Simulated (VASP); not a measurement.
# AlN (R-3m) in VASP: a series of runs

AlN is run at these levels: PBE; tasks: single point.

Everything below comes from runs of VASP 6.6.1. Logs are shortened: lines on timing, memory, paths and dates and some standing lists are left out, and cuts for length are marked.

## Step 1: The cell of the first run

It takes space group R-3m (No. 166, trigonal). The conventional cell has a = 2.792 Å, b = 2.792 Å, c = 7.487 Å, α = 90.00°, β = 90.00°, γ = 120.00°. Within 2.7 Å of Al (site symmetry -3m) lie 6 N at 2.04 Å. N (site symmetry -3m) has 6 Al at 2.04 Å within 2.7 Å.

## Step 2: Single point, PBE

Contents of INCAR:

```
PREC = Accurate
ENCUT = 520
EDIFF = 1E-6
ISMEAR = 0
SIGMA = 0.05
LREAL = False
LASPH = True
NELM = 80
ALGO = Normal
ISIF = 2
LWAVE = False
LCHARG = False
GGA = PE
NBANDS = 11
```

Contents of KPOINTS:

```
Automatic mesh
0
Gamma
  10 10 10
```

Contents of POSCAR:

```
AlN
1.0
    0.1246538444      2.0991075578      2.0991075578
    2.0991075578      0.1246538444      2.0991075578
    2.0991075578      2.0991075578      0.1246538444
Al N
1 1
Direct
    0.5000000000      0.5000000000      0.5000000000
    0.0000000000      0.0000000000      0.0000000000
```

Potentials or basis: VASP PAW PBE potentials, release 64 (Al, N).

Launch:

```
cat potpaw_PBE.64/Al/POTCAR potpaw_PBE.64/N/POTCAR > POTCAR
mpirun -np 1 vasp_std > vasp.out
```

OUTCAR:

```text
PREC = Accurate
   ENCUT = 520
   EDIFF = 1E-6
   ISMEAR = 0
   LREAL = False
   LASPH = True
   NELM = 80
   ISIF = 2
   GGA = PE

 ion  position               nearest neighbor table
   1  0.500  0.500  0.500-   2 2.04   2 2.04   2 2.04   2 2.04   2 2.04   2 2.04
   2  0.000  0.000  0.000-   1 2.04   1 2.04   1 2.04   1 2.04   1 2.04   1 2.04

  LATTYP: Found a trigonal (rhomboedric) cell.
 ALAT       =     2.9712023929
 COS(alpha) =     0.5583996164

  Lattice vectors:

 A1 = (   0.1246538444,   2.0991075578,   2.0991075578)
 A2 = (   2.0991075578,   0.1246538444,   2.0991075578)
 A3 = (   2.0991075578,   2.0991075578,   0.1246538444)

Analysis of symmetry for initial positions (statically):
=====================================================================
 Subroutine PRICEL returns:
 Original cell was already a primitive cell.

 Routine SETGRP: Setting up the symmetry group for a
 trigonal (rhombohedral) supercell.

 Subroutine GETGRP returns: Found 12 space group operations
 (whereof 12 operations were pure point group operations)
 out of a pool of 12 trial point group operations.

The static configuration has the point symmetry D_3d.

Analysis of symmetry for dynamics (positions and initial velocities):
=====================================================================
 Subroutine PRICEL returns:
 Original cell was already a primitive cell.

 Routine SETGRP: Setting up the symmetry group for a
 trigonal (rhombohedral) supercell.

 Subroutine GETGRP returns: Found 12 space group operations
 (whereof 12 operations were pure point group operations)
 out of a pool of 12 trial point group operations.

The dynamic configuration has the point symmetry D_3d.

 Subroutine INISYM returns: Found 12 space group operations
 (whereof 12 operations are pure point group operations),
 and found     1 'primitive' translations

----------------------------------------------------------------------------------------

                                     Primitive cell

  volume of cell :      16.8526

  direct lattice vectors                    reciprocal lattice vectors
     0.124653844  2.099107558  2.099107558    -0.260536851  0.245932353  0.245932353
     2.099107558  0.124653844  2.099107558     0.245932353 -0.260536851  0.245932353
     2.099107558  2.099107558  0.124653844     0.245932353  0.245932353 -0.260536851

  length of vectors
     2.971202393  2.971202393  2.971202393     0.434562878  0.434562878  0.434562878

  position of ions in fractional coordinates (direct lattice)
     0.500000000  0.500000000  0.500000000
     0.000000000  0.000000000  0.000000000

  ion indices of the primitive-cell ions
   primitive index   ion index
                 1           1
                 2           2

----------------------------------------------------------------------------------------

 KPOINTS: Automatic mesh

Automatic generation of k-mesh.
 Grid dimensions read from file:
 generate k-points for:   10   10   10

 Generating k-lattice:

  Cartesian coordinates                     Fractional coordinates (reciprocal lattice)
    -0.026053685  0.024593235  0.024593235     0.100000000 -0.000000000 -0.000000000
     0.024593235 -0.026053685  0.024593235    -0.000000000  0.100000000 -0.000000000
     0.024593235  0.024593235 -0.026053685    -0.000000000 -0.000000000  0.100000000

  Length of vectors
     0.043456288  0.043456288  0.043456288

  Shift w.r.t. Gamma in fractional coordinates (k-lattice)
     0.000000000  0.000000000  0.000000000

 Subroutine IBZKPT returns following result:
 ===========================================

 Found    116 irreducible k-points:

 Following reciprocal coordinates:
            Coordinates               Weight
  0.000000  0.000000  0.000000      1.000000
  0.100000 -0.000000 -0.000000      6.000000
  0.200000 -0.000000 -0.000000      6.000000
  0.300000  0.000000 -0.000000      6.000000
  0.400000 -0.000000 -0.000000      6.000000
  0.500000  0.000000  0.000000      3.000000
[... 16 lines left out ...]
  0.300000  0.300000 -0.000000      6.000000
  0.400000  0.300000 -0.000000     12.000000
 [... further k-points ...]
   k-points           NKPTS =    116   k-points in BZ     NKDIM =    116   number of bands    NBANDS=     11
   number of dos      NEDOS =    301   number of ions     NIONS =      2
   total plane-waves  NPLWV =  13824
   dimension x,y,z NGX =    24 NGY =   24 NGZ =   24
   dimension x,y,z NGXF=    48 NGYF=   48 NGZF=   48
   ions per type =               1   1
   NGX,Y,Z   is equivalent  to a cutoff of  13.43, 13.43, 13.43 a.u.
   NGXF,Y,Z  is equivalent  to a cutoff of  26.86, 26.86, 26.86 a.u.
 SYSTEM =  unknown system
   PREC   = accura    normal or accurate (medium, high low for compatibility)
   ISTART =      0    job   : 0-new  1-cont  2-samecut
   ICHARG =      2    charge: 1-file 2-atom 10-const
   ISPIN  =      1    spin polarized calculation?
   LNONCOLLINEAR =      F non collinear calculations
   LSORBIT =      F    spin-orbit coupling
   LASPH  =      T    aspherical Exc in radial PAW
   ENCUT  =  520.0 eV  38.22 Ry    6.18 a.u.   5.52  5.52  5.52*2*pi/ulx,y,z
   NELM   =     80;   NELMIN=  2; NELMDL= -5     # of ELM steps
   EDIFF  = 0.1E-05   stopping-criterion for ELM
   LREAL  =      F    real-space projection
   EDIFFG = 0.1E-04   stopping-criterion for IOM
   NSW    =      0    number of steps for IOM
   IBRION =     -1    ionic relax: 0-MD 1-quasi-New 2-CG
   NFREE  =      0    steps in history (QN), initial steepest desc. (CG)
   ISIF   =      2    stress and relaxation
   ISYM   =      2    0-nonsym 1-usesym 2-fastsym
   POTIM  = 0.5000    time-step for ionic-motion
   TEBEG  =    0.0;   TEEND  =   0.0 temperature during run
   PSTRESS=    0.0 pullay stress
   NELECT =       8.0000    total number of electrons
   NUPDOWN=      -1.0000    fix difference up-down
   EMIN   =  10.00;   EMAX   =-10.00  energy-range for DOS
   EFERMI =   0.00;   METHOD = LEGACY
   ISMEAR =     0;   SIGMA  =   0.05  broadening in eV -4-tet -1-fermi 0-gaus
   EFERMI_NEDOS =   21; number of points for ismear=-14 and -15
   IALGO  =     38    algorithm
   IMIX   =      4    mixing-type and parameters
     AMIX     =   0.40;   BMIX     =  1.00
     AMIX_MAG =   1.60;   BMIX_MAG =  1.00
  volume/ion in A,a.u.               =       8.43        56.86
  Fermi-wavevector in a.u.,A,eV,Ry     =   1.277074  2.413320 22.189997  1.630919
  Thomas-Fermi vector in A             =   2.409694
   LORBIT       =      0    0 simple, 1 ext, 2 COOP (PROOUT), +10 PAW based schemes
   GGA     = PE    functional components
   LHFCALC =     F    Hartree Fock is set to
   AEXX    =    0.0000 exact exchange contribution
   IVDW    =     0    specifies the selected vdW correction
   LEPSILON=     F    determine dielectric tensor
   LRPA    =     F    only Hartree local field effects (RPA)
 non-spin polarized calculation
 Gauss-broadening in eV      SIGMA  =   0.05
  energy-cutoff  :      520.00
  volume of cell :       16.85
 maximum number of plane-waves:       464
 NGX is ok and might be reduce to    24

 number of electron       7.9999999 magnetization

 Free energy of the ion-electron system (eV)
  ---------------------------------------------------
  ext. energy  EPLUGINS =         0.00000000
  ---------------------------------------------------
  free energy    TOTEN  =       -14.35937995 eV

  energy without entropy =      -14.35937995  energy(sigma->0) =      -14.35937995

 E-fermi :  10.5040     XC(G=0): -12.1994

 val. band max:       10.2030269966   @ k =   0.0000   0.0000   0.0000
 cond. band min:      13.5265331585   @ k =   0.5000   0.5000  -0.0000
 fundamental gap:      3.3235061619
 Fermi energy:        10.5040446163

 k-point     1 :       0.0000    0.0000    0.0000
  band No.  band energies     occupation
      1      -7.6411      2.00000
      2       8.8305      2.00000
      3      10.2030      2.00000
      4      10.2030      2.00000
      5      14.6146      0.00000
      6      20.6908      0.00000
      7      22.7258      0.00000
      8      22.7258      0.00000
      9      26.2553      0.00000
     10      27.5171      0.00000
     11      27.5171      0.00000

 k-point     2 :       0.1000   -0.0000   -0.0000
  band No.  band energies     occupation
      1      -7.4300      2.00000
      2       8.5862      2.00000
      3       9.3346      2.00000
      4      10.0605      2.00000
      5      15.1694      0.00000
      6      20.9767      0.00000
      7      21.6396      0.00000
      8      22.8695      0.00000
      9      25.3253      0.00000
     10      26.2106      0.00000
     11      27.5492      0.00000

 k-point     3 :       0.2000   -0.0000   -0.0000
  band No.  band energies     occupation
      1      -6.8157      2.00000
      2       6.9069      2.00000
      3       8.6556      2.00000
      4       9.7155      2.00000
      5      15.7704      0.00000
      6      20.5224      0.00000
      7      21.7412      0.00000
      8      22.4912      0.00000
      9      24.3544      0.00000
     10      26.3375      0.00000
     11      26.9009      0.00000

 k-point     4 :       0.3000    0.0000   -0.0000
  band No.  band energies     occupation
      1      -5.8740      2.00000
      2       4.6175      2.00000
      3       8.3627      2.00000
      4       9.3339      2.00000
      5      15.5960      0.00000
      6      20.9884      0.00000
      7      21.1773      0.00000
      8      21.5725      0.00000
      9      25.3416      0.00000
     10      26.4185      0.00000
     11      28.1803      0.00000
[... 239 lines left out ...]
 k-point    22 :      -0.2000    0.2000    0.0000
  band No.  band energies     occupation
      1      -5.5360      2.00000
      2       5.0389      2.00000
      3       7.0264      2.00000
      4       8.7501      2.00000
      5      17.1800      0.00000
      6      19.0508      0.00000
      7      20.2126      0.00000
      8      21.9224      0.00000
      9      24.3765      0.00000
     10      29.6635      0.00000
     11      29.8068      0.00000

 k-point    23 :       0.3000    0.3000   -0.0000
  band No.  band energies     occupation
      1      -5.4163      2.00000
      2       4.9514      2.00000
      3       7.2249      2.00000
      4       8.3616      2.00000
      5      15.5362      0.00000
      6      17.3797      0.00000
      7      20.7686      0.00000
      8      25.1695      0.00000
      9      25.3860      0.00000
     10      30.2139      0.00000
     11      32.7089      0.00000

 k-point    24 :       0.4000    0.3000   -0.0000
  band No.  band energies     occupation
      1      -4.6611      2.00000
      2       4.0256      2.00000
      3       6.9382      2.00000
      4       7.5162      2.00000
      5      14.8831      0.00000
      6      17.5537      0.00000
      7      21.2608      0.00000
      8      25.1485      0.00000
      9      25.9260      0.00000
     10      31.2952      0.00000
     11      34.2516      0.00000

 [... further k-points ...]
[... 5 lines left out ...]
  --------------------------------------------------------------------------------------
  -------------------------------------------------------------------------------------
  Total        0.0632482      0.0632482      0.0632482     -2.1178957     -2.1178957     -2.1178957
  in kB        6.0130230      6.0130230      6.0130230   -201.3488540   -201.3488540   -201.3488540
  external PRESSURE =       6.0130230 kB  Pullay stress =       0.0000000 kB

 VOLUME and BASIS-vectors are now :
 -----------------------------------------------------------------------------
  energy-cutoff  :      520.00
  volume of cell :       16.85
      direct lattice vectors                 reciprocal lattice vectors
     0.124653844  2.099107558  2.099107558    -0.260536851  0.245932353  0.245932353
     2.099107558  0.124653844  2.099107558     0.245932353 -0.260536851  0.245932353
     2.099107558  2.099107558  0.124653844     0.245932353  0.245932353 -0.260536851

 POSITION                                       TOTAL-FORCE (eV/Angst)
 -----------------------------------------------------------------------------------
      2.16143      2.16143      2.16143        -0.000000      0.000000      0.000000
      0.00000      0.00000      0.00000         0.000000     -0.000000     -0.000000
 -----------------------------------------------------------------------------------
    total drift:                                0.000000     -0.000000     -0.000000

  FREE ENERGIE OF THE ION-ELECTRON SYSTEM (eV)
  ---------------------------------------------------
  free  energy   TOTEN  =       -14.3593799456 eV

  energy  without entropy=      -14.3593799456  energy(sigma->0) =      -14.35937995
```

Run time: 28 s. Hardware: 1 thread of AMD EPYC 7R43 (Zen 3), shared host; peak memory 0.11 GiB.

What came out:

| Quantity | Value |
| --- | --- |
| Free energy | -14.3594 eV |
| Pressure | 0.6 GPa |
| Band gap on the k mesh | 3.32 eV, indirect (least direct gap 4.41 eV) |

Stress tensor (GPa, compression positive):
```
  0.60 -20.13 -20.13
-20.13   0.60 -20.13
-20.13 -20.13   0.60
```

A k mesh can miss the band edges.

## Step 3: Single point, PBE

This run uses another cell than the first one, of the same volume but with other edges.

Contents of INCAR:

```
SYSTEM = AlN
PREC = Accurate
ENCUT = 520
EDIFF = 1E-6
ISMEAR = 0
SIGMA = 0.05
LREAL = .False.
LASPH = .True.
NELM = 80
ALGO = Normal
ISIF = 2
LWAVE = .False.
LCHARG = .False.
GGA = PE
NBANDS = 11
```

Contents of KPOINTS:

```
regular mesh
0
Gamma
  10 10 10
  0 0 0
```

Contents of POSCAR:

```
AlN
1.0
   -0.1209392658      1.9762734356      1.9762734356
    1.9762734356     -0.1209392658      1.9762734356
    1.9762734356      1.9762734356     -0.1209392658
Al N
1 1
Direct
    0.5000000000      0.5000000000      0.5000000000
    0.0000000000      0.0000000000      0.0000000000
```

Potentials or basis: VASP PAW PBE potentials, release 64 (Al, N).

Launch:

```
cat potpaw_PBE.64/Al/POTCAR potpaw_PBE.64/N/POTCAR > POTCAR
mpirun -np 1 vasp_std > vasp.out
```

Run time: 31 s. Hardware: 1 thread of AMD EPYC 7R43 (Zen 3), shared host; peak memory 0.11 GiB.

It converged, with:

- Free energy: -14.3826 eV
- Pressure: 0.5 GPa
- Band gap on the k mesh: 3.07 eV, indirect (least direct gap 4.37 eV)

Stress tensor (GPa, compression positive):
```
 0.46 16.48 16.48
16.48  0.46 16.48
16.48 16.48  0.46
```

Levels at points of the mesh, in eV from the valence-band top:
```csv
k point,band 1,band 2,band 3,band 4,band 5,band 6,band 7,band 8,band 9
"(0.00, 0.00, 0.00)",-18.11,-1.09,-1.09,0.00,4.37,10.46,10.46,13.68,15.90
"(0.50, 0.00, 0.00)",-15.06,-9.12,-1.89,-1.17,5.46,10.09,11.43,11.77,15.46
"(0.50, 0.50, 0.00)",-13.93,-7.97,-4.07,-2.81,3.07,5.26,12.65,15.76,16.86
"(0.50, 0.50, 0.50)",-14.42,-8.26,-2.35,-2.35,4.12,8.75,8.75,12.85,14.39
```

A k mesh can miss the band edges.

## Step 4: Single point, PBE

This run uses another cell than the first one, of 7.42 Å³/atom, 0.880 times its volume.

Contents of INCAR:

```
SYSTEM = AlN
PREC = Accurate
ENCUT = 520
EDIFF = 1E-6
ISMEAR = 0
SIGMA = 0.05
LREAL = .FALSE.
LASPH = .TRUE.
NELM = 60
ALGO = Normal
ISIF = 2
LWAVE = .FALSE.
LCHARG = .TRUE.
GGA = PE
LELF = .TRUE.
LVHAR = .TRUE.
NBANDS = 11
```

Contents of KPOINTS:

```
regular mesh
0
G
  10 10 10
  0 0 0
```

Contents of POSCAR:

```
AlN
1.0
   -0.1158934922      1.8938202456      1.8938202456
    1.8938202456     -0.1158934922      1.8938202456
    1.8938202456      1.8938202456     -0.1158934922
Al N
1 1
Direct
    0.5000000000      0.5000000000      0.5000000000
    0.0000000000      0.0000000000      0.0000000000
```

Potentials or basis: VASP PAW PBE potentials, release 64 (Al, N).

Launch:

```
cat potpaw_PBE.64/Al/POTCAR potpaw_PBE.64/N/POTCAR > POTCAR
mpirun -np 1 vasp_std > vasp.out
```

OUTCAR:

```text
SYSTEM = AlN
   PREC = Accurate
   ENCUT = 520
   EDIFF = 1E-6
   ISMEAR = 0
   LREAL = .FALSE.
   LASPH = .TRUE.
   NELM = 60
   ISIF = 2
   GGA = PE

 ion  position               nearest neighbor table
   1  0.500  0.500  0.500-   2 1.95   2 1.95   2 1.95   2 1.95   2 1.95   2 1.95
   2  0.000  0.000  0.000-   1 1.95   1 1.95   1 1.95   1 1.95   1 1.95   1 1.95

  LATTYP: Found a trigonal (rhomboedric) cell.
 ALAT       =     2.6807725653
 COS(alpha) =     0.4379842819

  Lattice vectors:

 A1 = (  -0.1158934922,   1.8938202456,   1.8938202456)
 A2 = (   1.8938202456,  -0.1158934922,   1.8938202456)
[... 515 lines left out ...]
      9      29.2332      0.00000
     10      34.6807      0.00000
     11      37.6935      0.00000

 [... further k-points ...]
[... 5 lines left out ...]
  --------------------------------------------------------------------------------------
  -------------------------------------------------------------------------------------
  Total        3.8788361      3.8788361      3.8788361      1.8107169      1.8107169      1.8107169
  in kB      419.0548390    419.0548390    419.0548390    195.6230347    195.6230347    195.6230347
  external PRESSURE =     419.0548390 kB  Pullay stress =       0.0000000 kB

 VOLUME and BASIS-vectors are now :
 -----------------------------------------------------------------------------
  energy-cutoff  :      520.00
  volume of cell :       14.83
      direct lattice vectors                 reciprocal lattice vectors
    -0.115893492  1.893820246  1.893820246    -0.240938896  0.256644408  0.256644408
     1.893820246 -0.115893492  1.893820246     0.256644408 -0.240938896  0.256644408
     1.893820246  1.893820246 -0.115893492     0.256644408  0.256644408 -0.240938896

 POSITION                                       TOTAL-FORCE (eV/Angst)
 -----------------------------------------------------------------------------------
      1.83587      1.83587      1.83587        -0.000000     -0.000000     -0.000000
      0.00000      0.00000      0.00000         0.000000      0.000000      0.000000
 -----------------------------------------------------------------------------------
    total drift:                                0.000000     -0.000000     -0.000000

  FREE ENERGIE OF THE ION-ELECTRON SYSTEM (eV)
  ---------------------------------------------------
  free  energy   TOTEN  =       -14.1398654114 eV

  energy  without entropy=      -14.1398654114  energy(sigma->0) =      -14.13986541
```

stdout:

```text
POSCAR found type information on POSCAR AlN
 POSCAR found :  2 types and       2 ions
 scaLAPACK will be used
 LDA part: xc-table for (Slater+PW92), standard interpolation
 POSCAR, INCAR and KPOINTS ok, starting setup
 FFT: planning ... GRIDC
 FFT: planning ... GRID_SOFT
 FFT: planning ... GRID
 WAVECAR not read
 entering main loop
```

Run time: 9.9 s. Hardware: 1 thread of Intel Xeon Platinum 8488C (Sapphire Rapids), shared host; peak memory 0.13 GiB.

What came out:

- Free energy: -14.1399 eV
- Pressure: 41.9 GPa
- Band gap on the k mesh: 3.53 eV, indirect (least direct gap 6.14 eV)

A k mesh can miss the band edges. Expect the measured gap to be larger: semilocal functionals such as PBE lack the derivative discontinuity.

(Continued in part 2 of 2.)
